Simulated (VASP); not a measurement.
K, 1 atom in the cell. It takes space group Im-3m (No. 229, cubic). The conventional cell has a = 5.049 Å, b = 5.049 Å, c = 5.049 Å, α = 90.00°, β = 90.00°, γ = 90.00°. K (site symmetry m-3m) has 14 K at 4.37 to 5.05 Å within 5.7 Å. 

| Property | Result |
| --- | --- |
| Program | VASP 6.6.1 |
| Task | single point |
| Functional | LDA |
| Potentials or basis | VASP PAW LDA potentials, release 64 (K_sv) |
| Cutoff | 520 eV |
| k mesh | 11 × 11 × 11 |
| Occupations | fermi-dirac, width 0.1 eV |
| Spin | no spin polarisation |
| Dipole correction | no |
| Further INCAR settings | ALGO = Normal; EDIFF = 1e-07; NBANDS = 10 |

Potentials or basis: VASP PAW LDA potentials, release 64 (K_sv).

The run is started by

```console
$ cat potpaw_LDA.64/K_sv/POTCAR > POTCAR
$ mpirun -np 1 vasp_std > vasp.out
```

Hardware: 1 thread of AMD EPYC 7R43 64-Core Processor (Zen 3), with other jobs on the host.

Q: Estimate the wall time of this run.

A: Run time: 54 s on 1 thread of AMD EPYC 7R43 64-Core Processor (Zen 3) (shared host), peak memory 0.15 GiB. Counts: scf iterations 11, k points 56.
